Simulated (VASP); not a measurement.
# In3GaP4 (I-42m) in VASP: further runs

The runs below take In3GaP4 through single point, with r2SCAN.

All numbers are computed with VASP 6.6.1; they aren't measurements. Logs are shortened: lines on timing, memory, paths and dates and some standing lists are left out, and cuts for length are marked.

### Step 1. The cell of the first run

The structure is tetragonal, space group I-42m (No. 121). The conventional cell has a = 5.794 Å, b = 5.794 Å, c = 11.568 Å, α = 90.00°, β = 90.00°, γ = 90.00°. Within 3.1 Å of Ga (site symmetry -42m) lie 4 P at 2.38 Å. P (site symmetry m) has 1 Ga at 2.38 Å and 3 In at 2.55 to 2.57 Å within 3.1 Å. Within 3.4 Å of In (site symmetry -4) lie 4 P at 2.55 Å. Within 3.4 Å of In (site symmetry -42m) lie 4 P at 2.57 Å.

### Step 2. Single point, r2SCAN

The input, POSCAR:

```
In3GaP4
1.0
   -2.8968491871      2.8968491871      5.7840335679
    2.8968491871     -2.8968491871      5.7840335679
    2.8968491871      2.8968491871     -5.7840335679
Ga P In
1 4 3
Direct
    0.0000000000      0.0000000000      0.0000000000
    0.3558855512      0.3558855512      0.4726534091
    0.1167678579      0.6441144488      0.0000000000
    0.8832321421      0.8832321421      0.5273465909
    0.6441144488      0.1167678579      0.0000000000
    0.7500000000      0.2500000000      0.5000000000
    0.5000000000      0.5000000000      0.0000000000
    0.2500000000      0.7500000000      0.5000000000
```

The input, INCAR.step1:

```
SYSTEM = In3GaP4
  PREC = Accurate
  ENCUT = 520
  ISMEAR = 0
  SIGMA = 0.01
  LREAL = .False.
  LASPH = .True.
  NELM = 100
  NBANDS = 46
  GGA = PE
  ALGO = Normal
  EDIFF = 1E-4
  LWAVE = .True.
  LCHARG = .False.
```

The input, INCAR.step2:

```
SYSTEM = In3GaP4
  PREC = Accurate
  ENCUT = 520
  EDIFF = 1E-6
  ISMEAR = 0
  SIGMA = 0.01
  LREAL = .False.
  LASPH = .True.
  NELM = 100
  ALGO = Normal
  ISIF = 2
  LWAVE = .False.
  LCHARG = .False.
  METAGGA = R2SCAN
  LMIXTAU = .True.
  NBANDS = 46
  ISTART = 1
```

The input, KPOINTS:

```
regular mesh
0
Gamma
  6 6 6
  0 0 0
```

Potentials or basis: VASP PAW PBE potentials, release 64 (Ga_d, P, In_d).

The run is started by

```
> cat potpaw_PBE.64/Ga_d/POTCAR potpaw_PBE.64/P/POTCAR potpaw_PBE.64/In_d/POTCAR > POTCAR
> cp INCAR.step1 INCAR
> mpirun -np 1 vasp_std > vasp.out
> cp INCAR.step2 INCAR
> mpirun -np 1 vasp_std > vasp.out
```

OUTCAR:

```text
SYSTEM = In3GaP4
   PREC = Accurate
   ENCUT = 520
   EDIFF = 1E-6
   ISMEAR = 0
   LREAL = .False.
   LASPH = .True.
   NELM = 100
   ISIF = 2
   METAGGA = R2SCAN
   ISTART = 1

 ion  position               nearest neighbor table
   1  0.000  0.000  0.000-   2 2.38   3 2.38   5 2.38   4 2.38
   2  0.356  0.356  0.473-   1 2.38   6 2.55   8 2.55   7 2.57
   3  0.117  0.644  0.000-   1 2.38   8 2.55   6 2.55   7 2.57
   4  0.883  0.883  0.527-   1 2.38   6 2.55   8 2.55   7 2.57
   5  0.644  0.117  0.000-   1 2.38   6 2.55   8 2.55   7 2.57
   6  0.750  0.250  0.500-   2 2.55   3 2.55   4 2.55   5 2.55
   7  0.500  0.500  0.000-   4 2.57   3 2.57   5 2.57   2 2.57
   8  0.250  0.750  0.500-   2 2.55   4 2.55   5 2.55   3 2.55

  LATTYP: Found a body centered tetragonal cell.
 ALAT       =     5.7936983742
 C/A-ratio  =     1.9966636833

  Lattice vectors:

 A1 = (  -2.8968491871,   2.8968491871,   5.7840335679)
 A2 = (   2.8968491871,  -2.8968491871,   5.7840335679)
 A3 = (   2.8968491871,   2.8968491871,  -5.7840335679)

Analysis of symmetry for initial positions (statically):
=====================================================================
 Subroutine PRICEL returns:
 Original cell was already a primitive cell.

 Routine SETGRP: Setting up the symmetry group for a
 body centered tetragonal supercell.

 Subroutine GETGRP returns: Found  8 space group operations
 (whereof  8 operations were pure point group operations)
 out of a pool of 16 trial point group operations.

The static configuration has the point symmetry D_2d.

Analysis of symmetry for dynamics (positions and initial velocities):
=====================================================================
 Subroutine PRICEL returns:
 Original cell was already a primitive cell.

 Routine SETGRP: Setting up the symmetry group for a
 body centered tetragonal supercell.

 Subroutine GETGRP returns: Found  8 space group operations
 (whereof  8 operations were pure point group operations)
 out of a pool of 16 trial point group operations.

The dynamic configuration has the point symmetry D_2d.

 Subroutine INISYM returns: Found  8 space group operations
 (whereof  8 operations are pure point group operations),
 and found     1 'primitive' translations

----------------------------------------------------------------------------------------

                                     Primitive cell

  volume of cell :     194.1523

  direct lattice vectors                    reciprocal lattice vectors
    -2.896849187  2.896849187  5.784033568     0.000000000  0.172601322  0.086444865
     2.896849187 -2.896849187  5.784033568     0.172601322  0.000000000  0.086444865
     2.896849187  2.896849187 -5.784033568     0.172601322  0.172601322  0.000000000

  length of vectors
     7.087913285  7.087913285  7.087913285     0.193038678  0.193038678  0.244095131

  position of ions in fractional coordinates (direct lattice)
     0.000000000  0.000000000  0.000000000
     0.355885551  0.355885551  0.472653409
     0.116767858  0.644114449  0.000000000
     0.883232142  0.883232142  0.527346591
     0.644114449  0.116767858  0.000000000
     0.750000000  0.250000000  0.500000000
     0.500000000  0.500000000  0.000000000
     0.250000000  0.750000000  0.500000000

  ion indices of the primitive-cell ions
   primitive index   ion index
                 1           1
                 2           2
                 3           3
                 4           4
                 5           5
                 6           6
                 7           7
                 8           8

----------------------------------------------------------------------------------------

 KPOINTS: regular mesh

Automatic generation of k-mesh.
 Grid dimensions read from file:
 generate k-points for:    6    6    6

 Generating k-lattice:

  Cartesian coordinates                     Fractional coordinates (reciprocal lattice)
     0.000000000  0.028766887  0.014407477     0.166666667  0.000000000 -0.000000000
[... 46 lines left out ...]
   AEXX    =    0.0000 exact exchange contribution
   IVDW    =     0    specifies the selected vdW correction
   LEPSILON=     F    determine dielectric tensor
   LRPA    =     F    only Hartree local field effects (RPA)
 non-spin polarized calculation
 Gauss-broadening in eV      SIGMA  =   0.01
  energy-cutoff  :      520.00
  volume of cell :      194.15
 maximum number of plane-waves:      5242
 NGX is ok and might be reduce to    54
   NGX = 27   NGY = 27   NGZ = 27

 number of electron      72.0000013 magnetization

 Free energy of the ion-electron system (eV)
  ---------------------------------------------------
  ext. energy  EPLUGINS =         0.00000000
  ---------------------------------------------------
  free energy    TOTEN  =      -118.26965056 eV

  energy without entropy =     -118.26965056  energy(sigma->0) =     -118.26965056

 E-fermi :   4.7922     XC(G=0):  -9.9660

 val. band max:        4.7483315325   @ k =   0.0000   0.0000   0.0000
 cond. band min:       5.9996780785   @ k =   0.0000   0.0000   0.0000
 fundamental gap:      1.2513465460
 Fermi energy:         4.7922062656

 k-point     1 :       0.0000    0.0000    0.0000
  band No.  band energies     occupation
      1     -10.2412      2.00000
      2     -10.2331      2.00000
      3     -10.2331      2.00000
      4     -10.1119      2.00000
      5     -10.1097      2.00000
      6      -9.9965      2.00000
[... 38 lines left out ...]
     45       9.5167      0.00000
     46       9.6263      0.00000

 k-point     2 :       0.1667    0.0000    0.0000
  band No.  band energies     occupation
      1     -10.2380      2.00000
      2     -10.2323      2.00000
      3     -10.2320      2.00000
      4     -10.1117      2.00000
      5     -10.1096      2.00000
      6      -9.9984      2.00000
[... 38 lines left out ...]
     45       9.6734      0.00000
     46      10.0389      0.00000

 k-point     3 :       0.3333    0.0000    0.0000
  band No.  band energies     occupation
      1     -10.2334      2.00000
      2     -10.2297      2.00000
      3     -10.2283      2.00000
      4     -10.1116      2.00000
      5     -10.1093      2.00000
      6     -10.0106      2.00000
[... 1018 lines left out ...]
     45      10.2619      0.00000
     46      10.4366      0.00000

 k-point    24 :      -0.1667   -0.3333    0.1667
  band No.  band energies     occupation
      1     -10.2363      2.00000
      2     -10.2353      2.00000
      3     -10.2325      2.00000
      4     -10.1119      2.00000
      5     -10.1098      2.00000
      6     -10.0067      2.00000
[... 38 lines left out ...]
     45       9.6961      0.00000
     46      10.1689      0.00000

 [... further k-points ...]
[... 5 lines left out ...]
  --------------------------------------------------------------------------------------
  -------------------------------------------------------------------------------------
  Total       -0.1103059     -0.1103059     -0.1103843      0.0000000      0.0000000      0.0000000
  in kB       -0.9102631     -0.9102631     -0.9109100      0.0000000      0.0000000      0.0000000
  external PRESSURE =      -0.9104787 kB  Pullay stress =       0.0000000 kB

 VOLUME and BASIS-vectors are now :
 -----------------------------------------------------------------------------
  energy-cutoff  :      520.00
  volume of cell :      194.15
      direct lattice vectors                 reciprocal lattice vectors
    -2.896849187  2.896849187  5.784033568     0.000000000  0.172601322  0.086444865
     2.896849187 -2.896849187  5.784033568     0.172601322  0.000000000  0.086444865
     2.896849187  2.896849187 -5.784033568     0.172601322  0.172601322  0.000000000

 POSITION                                       TOTAL-FORCE (eV/Angst)
 -----------------------------------------------------------------------------------
      0.00000      0.00000      0.00000         0.000000     -0.000000      0.000000
      1.36921      1.36921      1.38306         0.002975      0.002975      0.004025
      1.52764     -1.52764      4.40097        -0.002975      0.002975     -0.004025
      1.52764      1.52764      7.16710        -0.002975     -0.002975      0.004025
     -1.52764      1.52764      4.40097         0.002975     -0.002975     -0.004025
     -0.00000      2.89685      2.89202         0.000000     -0.000000      0.000000
      0.00000      0.00000      5.78403         0.000000     -0.000000      0.000000
      2.89685     -0.00000      2.89202         0.000000     -0.000000      0.000000
 -----------------------------------------------------------------------------------
    total drift:                                0.000002      0.000002      0.000068

  FREE ENERGIE OF THE ION-ELECTRON SYSTEM (eV)
  ---------------------------------------------------
  free  energy   TOTEN  =      -118.2696505615 eV

  energy  without entropy=     -118.2696505615  energy(sigma->0) =     -118.26965056
```

Run time: 20 min. Hardware: 1 thread of Intel Xeon 6975P-C (Granite Rapids), shared host; peak memory 0.59 GiB.

Results:

- Free energy: -118.2697 eV
- Pressure: -0.1 GPa
- Largest force: 0.006 eV/Å
- Band gap on the k mesh: 1.25 eV

Forces in eV/Å, atoms in the order of the input:
```
Ga   0.000  0.000  0.000
P    0.003  0.003  0.004
P   -0.003  0.003 -0.004
P   -0.003 -0.003  0.004
P    0.003 -0.003 -0.004
In   0.000  0.000  0.000
In   0.000  0.000  0.000
In   0.000  0.000  0.000
```

Levels at points of the mesh, in eV from the valence-band top:
```
           k point  band 33  band 34  band 35  band 36  band 37  band 38  band 39  band 40
(0.00, 0.00, 0.00)    -2.39    -0.03     0.00     0.00     1.25     2.00     2.42     4.32
(0.50, 0.00, 0.00)    -1.97    -1.90    -1.15    -1.04     3.35     3.56     3.74     3.89
(0.50, 0.50, 0.00)    -1.04    -0.97    -0.92    -0.81     1.70     1.96     3.05     3.66
(0.50, 0.50, 0.50)    -1.60    -1.60    -1.34    -1.34     2.04     2.04     2.37     2.49
```

Caveat: the PAW data sets were made with another functional, which shifts forces and pressure a little; spin-orbit coupling is left out, which moves the levels of the heavy elements.

### Step 3. Single point, r2SCAN (25.00 Å³/atom)

This run uses another cell than the first one, of 25.00 Å³/atom.

POSCAR: that of step 2 with these lines changed.

```diff
@@ -2,5 +2,5 @@
 1.0
-   -2.8968491871      2.8968491871      5.7840335679
-    2.8968491871     -2.8968491871      5.7840335679
-    2.8968491871      2.8968491871     -5.7840335679
+   -2.9255327277      2.9255327277      5.8413049516
+    2.9255327277     -2.9255327277      5.8413049516
+    2.9255327277      2.9255327277     -5.8413049516
 Ga P In
```

The input, INCAR.step1:

```
SYSTEM = In3GaP4
PREC     = Accurate       ! precision mode
ENCUT    = 520            ! plane-wave cutoff, eV
ISMEAR   = 0              ! smearing method
SIGMA    = 0.01           ! smearing width, eV
LREAL    = .False.        ! projectors in reciprocal space
LASPH    = .True.         ! aspherical terms in the spheres
NELM     = 60             ! most SCF steps
NBANDS   = 46             ! bands
GGA      = PE             ! functional
ALGO     = Normal         ! electronic algorithm
EDIFF    = 1E-4           ! SCF threshold, eV
LWAVE    = .True.         ! write WAVECAR
LCHARG   = .False.        ! write CHGCAR
```

The input, INCAR.step2:

```
SYSTEM = In3GaP4
PREC     = Accurate       ! precision mode
ENCUT    = 520            ! plane-wave cutoff, eV
EDIFF    = 1E-6           ! SCF threshold, eV
ISMEAR   = 0              ! smearing method
SIGMA    = 0.01           ! smearing width, eV
LREAL    = .False.        ! projectors in reciprocal space
LASPH    = .True.         ! aspherical terms in the spheres
NELM     = 60             ! most SCF steps
ALGO     = Normal         ! electronic algorithm
ISIF     = 2              ! what is computed and relaxed
LWAVE    = .False.        ! write WAVECAR
LCHARG   = .False.        ! write CHGCAR
METAGGA  = R2SCAN         ! meta-GGA
LMIXTAU  = .True.       
NBANDS   = 46             ! bands
ISTART   = 1
```

The input, KPOINTS:

```
Automatic mesh
0
Gamma
  6 6 6
  0 0 0
```

Potentials or basis: VASP PAW PBE potentials, release 64 (Ga_d, P, In_d).

The run is started by

```
> cat potpaw_PBE.64/Ga_d/POTCAR potpaw_PBE.64/P/POTCAR potpaw_PBE.64/In_d/POTCAR > POTCAR
> cp INCAR.step1 INCAR
> mpirun -np 1 vasp_std > vasp.out
> cp INCAR.step2 INCAR
> mpirun -np 1 vasp_std > vasp.out
```

Wall time 15 min (1 thread of Intel Xeon 6975P-C (Granite Rapids), shared host); peak memory 0.58 GiB.

It converged, with:

| Quantity | Value |
| --- | --- |
| Free energy | -118.2304 eV |
| Pressure | -2.1 GPa |
| Largest force | 0.021 eV/Å |
| Band gap on the k mesh | 1.06 eV |

Forces in eV/Å, atoms in the order of the input:
```
Ga   0.000  0.000  0.000
P    0.010  0.010  0.016
P   -0.010  0.010 -0.016
P   -0.010 -0.010  0.016
P    0.010 -0.010 -0.016
In   0.000  0.000  0.000
In   0.000  0.000  0.000
In   0.000  0.000  0.000
```

Levels at points of the mesh, in eV from the valence-band top:
| k point | band 32 | band 33 | band 34 | band 35 | band 36 | band 37 | band 38 | band 39 | band 40 | band 41 |
| --- | --- | --- | --- | --- | --- | --- | --- | --- | --- | --- |
| (0.00, 0.00, 0.00) | -2.29 | -2.29 | -0.03 | 0.00 | 0.00 | 1.06 | 2.05 | 2.41 | 4.31 | 4.31 |
| (0.50, 0.00, 0.00) | -1.94 | -1.88 | -1.82 | -1.11 | -0.99 | 3.25 | 3.52 | 3.63 | 3.86 | 3.92 |
| (0.50, 0.50, 0.00) | -1.13 | -1.00 | -0.92 | -0.88 | -0.78 | 1.62 | 1.87 | 2.98 | 3.57 | 4.83 |
| (0.50, 0.50, 0.50) | -2.23 | -1.54 | -1.54 | -1.27 | -1.27 | 2.09 | 2.09 | 2.36 | 2.49 | 2.68 |

Caveat: the PAW data sets were made with another functional, which shifts forces and pressure a little; spin-orbit coupling is left out, which moves the levels of the heavy elements.

### Step 4. Single point, r2SCAN (22.81 Å³/atom)

This run uses another cell than the first one, of 22.81 Å³/atom.

POSCAR: that of step 3 with these lines changed.

```diff
@@ -2,5 +2,5 @@
 1.0
-   -2.9255327277      2.9255327277      5.8413049516
-    2.9255327277     -2.9255327277      5.8413049516
-    2.9255327277      2.9255327277     -5.8413049516
+   -2.8377132228      2.8377132228      5.6659589354
+    2.8377132228     -2.8377132228      5.6659589354
+    2.8377132228      2.8377132228     -5.6659589354
 Ga P In
```

The input, INCAR.step1:

```
SYSTEM = In3GaP4
  PREC = Accurate
  ENCUT = 520
  ISMEAR = 0
  SIGMA = 0.01
  LREAL = .FALSE.
  LASPH = .TRUE.
  NELM = 60
  NBANDS = 46
  GGA = PE
  ALGO = Normal
  EDIFF = 1E-4
  LWAVE = .TRUE.
  LCHARG = .FALSE.
```

The input, INCAR.step2:

```
SYSTEM = In3GaP4
  PREC = Accurate
  ENCUT = 520
  EDIFF = 1E-6
  ISMEAR = 0
  SIGMA = 0.01
  LREAL = .FALSE.
  LASPH = .TRUE.
  NELM = 60
  ALGO = Normal
  ISIF = 2
  LWAVE = .FALSE.
  LCHARG = .TRUE.
  METAGGA = R2SCAN
  LMIXTAU = .TRUE.
  LELF = .TRUE.
  LVHAR = .TRUE.
  NBANDS = 46
  ISTART = 1
```

The input, KPOINTS:

```
regular mesh
0
G
  6 6 6
  0 0 0
```

The run is started by

```
> cat potpaw_PBE.64/Ga_d/POTCAR potpaw_PBE.64/P/POTCAR potpaw_PBE.64/In_d/POTCAR > POTCAR
> cp INCAR.step1 INCAR
> mpirun -np 1 vasp_std > vasp.out
> cp INCAR.step2 INCAR
> mpirun -np 1 vasp_std > vasp.out
```

Wall time 15 min (1 thread of Intel Xeon 6975P-C (Granite Rapids), shared host); peak memory 0.55 GiB.

It converged, with:

```yaml
Free_energy: -118.0970 eV
Pressure: 5.0 GPa
Largest_force: 0.032 eV/Å
Band_gap_on_the_k_mesh: 1.64 eV
```

Forces on the atoms (eV/Å):
```
Ga   0.000  0.000  0.000
P   -0.014 -0.014 -0.025
P    0.014 -0.014  0.025
P    0.014  0.014 -0.025
P   -0.014  0.014  0.025
In   0.000  0.000  0.000
In   0.000  0.000  0.000
In   0.000  0.000  0.000
```

Levels at points of the mesh, in eV from the valence-band top:
```tsv
k point	band 32	band 33	band 34	band 35	band 36	band 37	band 38	band 39	band 40	band 41
(0.00, 0.00, 0.00)	-2.61	-2.61	-0.04	0.00	0.00	1.64	1.89	2.42	4.31	4.31
(0.50, 0.00, 0.00)	-2.21	-2.16	-2.09	-1.26	-1.14	3.50	3.63	3.81	4.05	4.11
(0.50, 0.50, 0.00)	-1.28	-1.14	-1.07	-1.01	-0.89	1.86	2.15	3.17	3.82	4.83
(0.50, 0.50, 0.50)	-2.54	-1.76	-1.76	-1.47	-1.47	1.94	1.94	2.36	2.48	2.62
```

Caveat: the cell stands under pressure; the PAW data sets were made with another functional, which shifts forces and pressure a little; spin-orbit coupling is left out, which moves the levels of the heavy elements. A k mesh can miss the band edges.

### Step 5. Single point, r2SCAN (23.54 Å³/atom)

This run uses another cell than the first one, of 23.54 Å³/atom.

POSCAR: that of step 4 with these lines changed.

```diff
@@ -2,5 +2,5 @@
 1.0
-   -2.8377132228      2.8377132228      5.6659589354
-    2.8377132228     -2.8377132228      5.6659589354
-    2.8377132228      2.8377132228     -5.6659589354
+   -2.8675860835      2.8675860835      5.7256049916
+    2.8675860835     -2.8675860835      5.7256049916
+    2.8675860835      2.8675860835     -5.7256049916
 Ga P In
```

The input, INCAR.step1:

```
ALGO = Normal ; EDIFF = 1E-4
ENCUT = 520 ; GGA = PE
ISMEAR = 0 ; LASPH = T
LCHARG = F ; LREAL = F
LWAVE = T ; NBANDS = 46
NELM = 80 ; PREC = Accurate
SIGMA = 0.01
```

The input, INCAR.step2:

```
ALGO = Normal ; EDIFF = 1E-6
ENCUT = 520 ; ISIF = 2
ISMEAR = 0 ; ISTART = 1
LASPH = T ; LCHARG = F
LMIXTAU = T ; LREAL = F
LWAVE = F ; METAGGA = R2SCAN
NBANDS = 46 ; NELM = 80
PREC = Accurate ; SIGMA = 0.01
```

The input, KPOINTS:

```
k-points
0
Gamma
  6 6 6
```

The run is started by

```
> cat potpaw_PBE.64/Ga_d/POTCAR potpaw_PBE.64/P/POTCAR potpaw_PBE.64/In_d/POTCAR > POTCAR
> cp INCAR.step1 INCAR
> mpirun -np 1 vasp_std > vasp.out
> cp INCAR.step2 INCAR
> mpirun -np 1 vasp_std > vasp.out
```

It took 13 min on 1 thread of Intel Xeon 6975P-C (Granite Rapids), shared host; peak memory 0.56 GiB.

Results (log left out):

| Property | Result |
| --- | --- |
| Free energy | -118.2298 eV |
| Pressure | 2.3 GPa |
| Largest force | 0.012 eV/Å |
| Band gap on the k mesh | 1.44 eV |

Forces in eV/Å, atoms in the order of the input:
```
Ga   0.000  0.000  0.000
P   -0.005 -0.005 -0.010
P    0.005 -0.005  0.010
P    0.005  0.005 -0.010
P   -0.005  0.005  0.010
In   0.000  0.000  0.000
In   0.000  0.000  0.000
In   0.000  0.000  0.000
```

Levels at points of the mesh, in eV from the valence-band top:
```tsv
k point	band 34	band 35	band 36	band 37	band 38	band 39
(0.00, 0.00, 0.00)	-0.04	0.00	0.00	1.44	1.95	2.42
(0.50, 0.00, 0.00)	-1.99	-1.20	-1.09	3.43	3.59	3.80
(0.50, 0.50, 0.00)	-1.01	-0.96	-0.85	1.77	2.05	3.11
(0.50, 0.50, 0.50)	-1.68	-1.40	-1.40	1.99	1.99	2.37
```

Caveat: the PAW data sets were made with another functional, which shifts forces and pressure a little; spin-orbit coupling is left out, which moves the levels of the heavy elements.

### Step 6. The runs side by side

| cell | gap on the mesh (eV) | pressure (GPa) | largest force (eV/Å) |
| --- | --- | --- | --- |
| a = 7.088 Å, angles 131.8, 131.8, 70.6°, 8 atoms | 1.25 | -0.1 | 0.01 |
| a = 7.158 Å, angles 131.8, 131.8, 70.6°, 8 atoms | 1.06 | -2.1 | 0.02 |
| a = 6.943 Å, angles 131.8, 131.8, 70.6°, 8 atoms | 1.64 | 5.0 | 0.03 |
| a = 7.016 Å, angles 131.8, 131.8, 70.6°, 8 atoms | 1.44 | 2.3 | 0.01 |

Alike in all rows: task single point; level r2SCAN; potentials or basis VASP PAW PBE potentials, release 64 (Ga_d, P, In_d); no spin polarisation; k mesh 6 × 6 × 6; cutoff (eV) 520; smearing gaussian 0.01 eV.

Caveats: the PAW data sets were made with another functional, which shifts forces and pressure a little; spin-orbit coupling is left out, which moves the levels of the heavy elements; the cell stands under pressure (at least some runs).

Total energies depend on the potentials used, so only differences within one code and one set of settings carry meaning.
